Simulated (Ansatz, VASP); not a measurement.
**AlCu3 in VASP and in Ansatz**

Contents of POSCAR:

```
AlCu3
1.0
    3.6418163332      0.0000000000      0.0000000000
    0.0000000000      3.6418163332      0.0000000000
    0.0000000000      0.0000000000      3.6418163332
Al Cu
1 3
Direct
   -0.0208442960      0.0000000000      0.0000000000
    0.4879499333      0.5000000000      0.0000000000
    0.4879499333      0.0000000000      0.5000000000
    0.0329505909      0.5000000000      0.5000000000
```

The input INCAR.step1:

```
SYSTEM = AlCu3
PREC = Accurate
ENCUT = 520
ISMEAR = 0
SIGMA = 0.15
LREAL = .False.
LASPH = .True.
NELM = 60
NBANDS = 26
GGA = PE
ALGO = Normal
EDIFF = 1E-4
LWAVE = .True.
LCHARG = .False.
```

File INCAR.step2:

```
SYSTEM = AlCu3
PREC = Accurate
ENCUT = 520
EDIFF = 1E-6
ISMEAR = 0
SIGMA = 0.15
LREAL = .False.
LASPH = .True.
NELM = 60
ALGO = Normal
ISIF = 2
LWAVE = .False.
LCHARG = .False.
METAGGA = R2SCAN
LMIXTAU = .True.
NBANDS = 26
ISTART = 1
```

The input KPOINTS:

```
Automatic mesh
0
Gamma
  14 14 14
  0 0 0
```

Input for Ansatz:

```yaml
crystal:
  lattice:
    - [3.6418163332, 0.0, 0.0]
    - [0.0, 3.6418163332, 0.0]
    - [0.0, 0.0, 3.6418163332]
  atoms:
    - { symbol: Al, position: [-0.020844296, 0.0, 0.0] }
    - { symbol: Cu, position: [0.4879499333, 0.5, 0.0] }
    - { symbol: Cu, position: [0.4879499333, 0.0, 0.5] }
    - { symbol: Cu, position: [0.0329505909, 0.5, 0.5] }
basis:
  ecutwfc: 500
kpoints:
  mp_grid: { grid: [14, 14, 14] }
hamiltonian:
  xc: r2scan
scf:
  occupations: { method: gaussian, width: 0.15 }
output:
  forces: true
  stress: true
  eigenvalues: true
```

Change from the starting cell: mode 7 (199.8 1/cm) frozen in, largest displacement -0.120 Å.

Alike in both runs: task single point; functional r2SCAN; k mesh 14 × 14 × 14; occupations gaussian, width 0.15 eV; no spin polarisation.

|  | VASP | Ansatz |
| --- | --- | --- |
| version | VASP 6.6.1 | Ansatz 0.2.0 |
| potentials or method | VASP PAW PBE potentials, release 64 (Al, Cu), cutoff 520 eV | scalar-relativistic, plane waves, PAW |
| valence electrons in the cell | 36 | 60 |

```tsv
	VASP	Ansatz	Ansatz less VASP
gap on the k mesh at the Fermi level (eV)	none	none	-
pressure (GPa)	1.7	1.2	-0.47
traceless stress, the component that is largest in VASP (GPa)	-0.10	0.00	+0.101
rms of the force components (eV/Å)	0.387	0.380	-0.0072
```

VASP's potentials were made for PBE, not for r2SCAN. Atom by atom the forces differ by 0.008 eV/Å (rms over components). A gap of «none» marks a metal or a gap that the smearing closes. With one functional, cell and mesh, what is left measures potentials, basis and numerics. VASP's potentials hold 36 valence electrons a cell and Ansatz's 60, so a difference there can come from the potentials and not from the codes.
